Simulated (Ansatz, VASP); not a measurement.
**Two plane-wave programs on W**

```xyz
1
Lattice="2.6236 0.0000 0.0000 0.0000 2.6236 0.0000 0.0000 0.0000 2.6236" Properties=species:S:1:pos:R:3 pbc="T T T"
W     0.0000    0.0000    0.0000
```

Alike in both runs: functional r2SCAN; k mesh 22 × 22 × 22; occupations gaussian, width 0.1 eV; no spin polarisation.

Ansatz relaxed the structure, and its values are those at the end. VASP's run is a single point on that final structure, the one shown.

|  | VASP | Ansatz |
| --- | --- | --- |
| version | VASP 6.6.1 | Ansatz 0.2.0 |
| potentials or method | VASP PAW PBE potentials, release 64 (W_sv), cutoff 520 eV | scalar-relativistic, plane waves, PAW |
| valence electrons in the cell | 14 | 14 |

|  | VASP | Ansatz | Ansatz less VASP |
| --- | --- | --- | --- |
| gap on the k mesh at the Fermi level (eV) | none | none | - |
| pressure (GPa) | 1.1 | 0.0 | -1.12 |

VASP's potentials were made for PBE, not for r2SCAN. A gap of «none» marks a metal or a gap that the smearing closes.

Spin-orbit coupling is off throughout.
